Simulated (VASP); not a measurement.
LiCl:

```
Li Cl
1.0
     0.00000    2.52051    2.52051
     2.52051    0.00000    2.52051
     2.52051    2.52051    0.00000
Li Cl
1 1
Direct
  0.00000 0.00000 0.00000
  0.50000 0.50000 0.50000
```

This cell differs from its parent crystal: strain -1.4%.

Program: VASP 6.6.1. Alike in all runs: task single point; potentials or basis VASP PAW PBE potentials, release 64 (Li_sv, Cl); no spin polarisation; cell as given; cutoff (eV) 520.

Q: Order these runs on this cell by their band gap on the k mesh, lowest first.
A. level r2SCAN; k mesh 8 × 8 × 8; smearing gaussian 0.01 eV
B. level HSE06; k mesh 6 × 6 × 6; smearing gaussian 0.01 eV; grid for exact exchange (PRECFOCK) Normal; share of exact exchange 0.25; screening parameter 0.2079 1/Å
C. level PBE; k mesh 8 × 8 × 8; smearing fermi-dirac 0.02 eV

A: C (6.65 eV), A (7.60 eV), B (8.06 eV).

A k mesh can miss the band edges.
